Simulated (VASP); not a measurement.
Write the native input for VASP 6.6.1 that does the following.

```yaml
Task: single point
Functional: PBE
Dispersion: D3(BJ)
Potentials_or_basis: VASP PAW PBE potentials, release 64 (C)
Cutoff: 520 eV
k_mesh: 7 × 11 × 3
Occupations: gaussian, width 0.05 eV
Spin: no spin polarisation
Dipole_correction: no
Further_INCAR_settings: ALGO = Normal; EDIFF = 1e-06; NBANDS = 31
```

The structure of C lies in POSCAR:

```
C
1.0
    0.0000000000      1.4231666446     -3.3613878322
   -2.4649969361      0.0000000000      0.0000000000
    2.2595805248     10.4881747075      2.2337268792
C
10
Direct
    0.2378286935      0.3416034349      0.8090219290
    0.7415519978      0.6570239592      0.0622079555
    0.8656211717      0.3281688281      0.2489114489
   -0.0103096544      0.9993136971      0.4356149422
    0.1137595196      0.6704585660      0.6223184356
    0.7825171761      0.2141209097      0.1244955379
   -0.0934136499      0.8852657786      0.3111990313
    0.0306555240      0.5564106476      0.4979025246
    0.1547246979      1.2275555165      0.6846060180
    0.2787938718      0.8987003854      0.8713095114
```

This cell differs from its parent crystal: the part above a cut slid along it.

One way to write it, as run:

INCAR

```
SYSTEM = C
PREC = Accurate ; ENCUT = 520
EDIFF = 1E-6 ; ISMEAR = 0
SIGMA = 0.05 ; LREAL = .False.
LASPH = .True. ; NELM = 60
ALGO = Normal ; ISIF = 2
LWAVE = .False. ; LCHARG = .False.
GGA = PE ; IVDW = 12
NBANDS = 31
```

KPOINTS

```
regular mesh
0
Gamma
  7 11 3
  0 0 0
```

Potentials or basis: VASP PAW PBE potentials, release 64 (C).

Command:

```bash
$ cat potpaw_PBE.64/C/POTCAR > POTCAR
$ mpirun -np 1 vasp_std > vasp.out
```

It gave:

The pressure is -2.1 GPa, the largest force is 2.112 eV/Å and the dispersion energy per atom is -0.153 eV.

Caveat: the cell differs from its parent crystal (the part above a cut slid along it); forces of over 1 eV/Å act on the atoms, so gaps and moduli don't describe the material at rest.

Run time: 7.7 min on 1 thread of Intel Xeon 8259CL, with other jobs on the host, peak memory 0.35 GiB.
